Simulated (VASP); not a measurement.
## PtSe2: single point with PBE+D3(BJ)

The system is PtSe2.

```
Pt Se
1.0
     3.72400    0.00000    0.00000
    -1.86200    3.22508    0.00000
     0.00000    0.00000    5.06200
Pt Se
1 2
Direct
  0.00000 0.00000 0.99040
  0.33333 0.66667 0.26185
  0.66667 0.33333 0.76185
```

| Item | Value |
| --- | --- |
| Program | VASP 6.6.1 |
| Task | single point |
| Functional | PBE |
| Dispersion | D3(BJ) |
| Potentials or basis | VASP PAW PBE potentials, release 64 (Pt, Se) |
| Cutoff | 520 eV |
| k mesh | 12 × 12 × 10 |
| Occupations | gaussian, width 0.15 eV |
| Spin | no spin polarisation |

| Item | Value |
| --- | --- |
| Pressure | 3.9 GPa |
| Largest force | 1.800 eV/Å |
| Band gap on the k mesh | zero (band 11 reaches 6.97 eV, above the bottom of band 12 at 6.39 eV) |
| Dispersion energy per atom | -0.477 eV |

Forces on the atoms (eV/Å):
```
Pt   0.000  0.000  1.800
Se   0.000  0.000 -0.217
Se   0.000  0.000 -1.583
```

Stress tensor (GPa, compression positive):
```
4.84 0.00 0.00
0.00 4.84 0.00
0.00 0.00 1.96
```

Levels at points of the mesh, in eV from the Fermi level:
| k point | band 7 | band 8 | band 9 | band 10 | band 11 | band 12 | band 13 | band 14 | band 15 | band 16 |
| --- | --- | --- | --- | --- | --- | --- | --- | --- | --- | --- |
| (0.00, 0.00, 0.00) | -4.04 | -2.61 | -1.04 | -1.04 | 0.44 | 1.49 | 1.49 | 3.54 | 4.29 | 7.28 |
| (0.50, 0.00, 0.00) | -3.78 | -3.63 | -3.44 | -3.40 | -2.89 | 0.61 | 2.31 | 4.77 | 5.85 | 7.09 |
| (0.00, 0.00, 0.50) | -4.08 | -2.97 | -1.66 | -1.47 | -1.47 | 2.32 | 2.32 | 4.76 | 6.36 | 6.75 |
| (0.50, 0.00, 0.50) | -3.59 | -3.58 | -3.26 | -2.81 | -1.33 | 0.97 | 1.45 | 4.52 | 4.84 | 7.26 |

Wall time 120 s on 1 thread of AMD EPYC 7R43 64-Core Processor (Zen 3) (shared host), peak memory 0.28 GiB.

Caveat: spin-orbit coupling is left out, which moves the levels of the heavy elements; pairwise dispersion overbinds metals, which lowers pressure and volume; forces of over 1 eV/Å act on the atoms, so gaps and moduli don't describe the material at rest.
